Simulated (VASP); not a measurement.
Input of a VASP 6.6.1 run:

Contents of POSCAR:

```
Te
1.0
    2.3750814730      1.3712539278      1.7416823150
   -2.3750814730      1.3712539278      1.7416823150
    0.0000000000     -2.7425078555      1.7416823150
Te
1
Direct
    0.5000000000      0.5000000000      0.5000000000
```

The input INCAR.step1:

```
  ALGO = Normal
  EDIFF = 1E-4
  ENCUT = 520
  GGA = PE
  ISMEAR = 0
  LASPH = True
  LCHARG = False
  LREAL = False
  LWAVE = True
  NBANDS = 9
  NELM = 80
  PREC = Accurate
  SIGMA = 0.15
```

Contents of INCAR.step2:

```
  ALGO = Normal
  EDIFF = 1E-6
  ENCUT = 520
  ISIF = 2
  ISMEAR = 0
  ISTART = 1
  LASPH = True
  LCHARG = True
  LELF = True
  LMIXTAU = True
  LREAL = False
  LVHAR = True
  LWAVE = False
  METAGGA = R2SCAN
  NBANDS = 9
  NELM = 80
  PREC = Accurate
  SIGMA = 0.15
```

File KPOINTS:

```
k-points
0
Gamma
  15 15 15
```

Potentials or basis: VASP PAW PBE potentials, release 64 (Te).

Launch:

```bash
$ cat potpaw_PBE.64/Te/POTCAR > POTCAR
$ cp INCAR.step1 INCAR
$ mpirun -np 1 vasp_std > vasp.out
$ cp INCAR.step2 INCAR
$ mpirun -np 1 vasp_std > vasp.out
```

**Question.** Predict the pressure.

**Answer.** -2.8 GPa.

**Question.** Estimate the band gap on the k mesh.

**Answer.** Zero (band 3 reaches 8.05 eV, above the bottom of band 4 at 3.35 eV).

Stress tensor (GPa, compression positive):
```
-3.15  0.00  0.00
 0.00 -3.15  0.00
 0.00  0.00 -2.15
```

Caveat: the cell differs from its parent crystal (strain +0.030 along x and y, +0.030 along z); the PAW data sets were made with another functional, which shifts forces and pressure a little; spin-orbit coupling is left out, which moves the levels of the heavy elements.
